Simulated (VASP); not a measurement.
Input of a VASP 6.6.1 run:

Contents of INCAR:

```
AGGAC = 1.0 ; AGGAX = 1.0
ALDAC = 0.0 ; ALDAX = 1.0
ALGO = Normal ; EDIFF = 1E-6
ENCUT = 600 ; GGA = B5
GGA_COMPAT = F ; ISIF = 2
ISMEAR = 0 ; LASPH = T
LCHARG = F ; LDAU = T
LDAUJ = 0.34 0 ; LDAUL = 2 -1
LDAUPRINT = 1 ; LDAUTYPE = 1
LDAUU = 5.8 0 ; LMAXMIX = 4
LREAL = F ; LWAVE = F
NBANDS = 33 ; NELM = 200
PREC = Accurate ; SIGMA = 0.1
```

Contents of KPOINTS:

```
k-points
0
Gamma
  2 2 2
```

POSCAR

```
In3Cu
1.0
    4.4827670000      0.0000000000      0.0000000000
    0.0000000000      4.4827670000      0.0000000000
    0.0000000000      0.0000000000      4.4827670000
In Cu
3 1
Direct
    0.0000000000      0.5000000000      0.5000000000
    0.5000000000      0.0000000000      0.5000000000
    0.5000000000      0.5000000000      0.0000000000
    0.0000000000      0.0000000000      0.0000000000
```

Potentials or basis: VASP PAW PBE potentials, release 64 (In_d, Cu).

The run is started by

```console
$ cat potpaw_PBE.64/In_d/POTCAR potpaw_PBE.64/Cu/POTCAR > POTCAR
$ mpirun -np 1 vasp_std > vasp.out
```

(1) What does it give for the band gap on the k mesh?

(2) Predict the pressure.

Results:

(1) zero (band 25 reaches 10.20 eV, above the bottom of band 26 at 5.94 eV).

(2) 7.5 GPa.

Caveat: the k points lie up to 0.70 Å⁻¹ apart; the PAW data sets were made with another functional, which shifts forces and pressure a little; spin-orbit coupling is left out, which moves the levels of the heavy elements; U without spin polarisation on a metal has little footing; the U is typed as a test and isn't derived for this compound.
